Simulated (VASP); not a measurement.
Be2Sb, 6 atoms in the cell. The structure is monoclinic, space group P2_1/m (No. 11). The conventional cell has a = 3.693 Å, b = 3.665 Å, c = 6.620 Å, α = 90.00°, β = 91.61°, γ = 90.00°. Be (site symmetry m) has 3 Be at 2.11 to 2.25 Å and 5 Sb at 2.54 to 2.90 Å within 3.0 Å. Within 2.9 Å of Be (site symmetry m) lie 3 Be at 2.11 to 2.25 Å and 5 Sb at 2.60 to 2.85 Å. Within 3.4 Å of Sb (site symmetry m) lie 12 Be at 2.54 to 3.39 Å. 

```yaml
Program: VASP 6.6.1
Task: relaxation of cell and atoms
Functional: PBE
Potentials_or_basis: VASP PAW PBE potentials, release 64 (Be, Sb)
Cutoff: 600 eV
k_mesh: 10 × 10 × 6
Occupations: gaussian, width 0.1 eV
Spin: no spin polarisation
Dipole_correction: no
Further_INCAR_settings: ALGO = Fast; EDIFF = 1e-07; IBRION = 2; EDIFFG = -0.01; NSW = 100; ISIF = 3
```

Potentials or basis: VASP PAW PBE potentials, release 64 (Be, Sb).

Launch:

```bash
$ cat potpaw_PBE.64/Be/POTCAR potpaw_PBE.64/Sb/POTCAR > POTCAR
$ mpirun -np 1 vasp_std > vasp.out
```

Hardware: 1 thread of Oxide Virtual Turin-like Processor, with other jobs on the host.

**Question.** Estimate the wall time of this run.

**Answer.** Run time: 36 min on 1 thread of Oxide Virtual Turin-like Processor (shared host), peak memory 0.4 GiB. Counts: scf iterations 91, k points 192, ion steps 14.
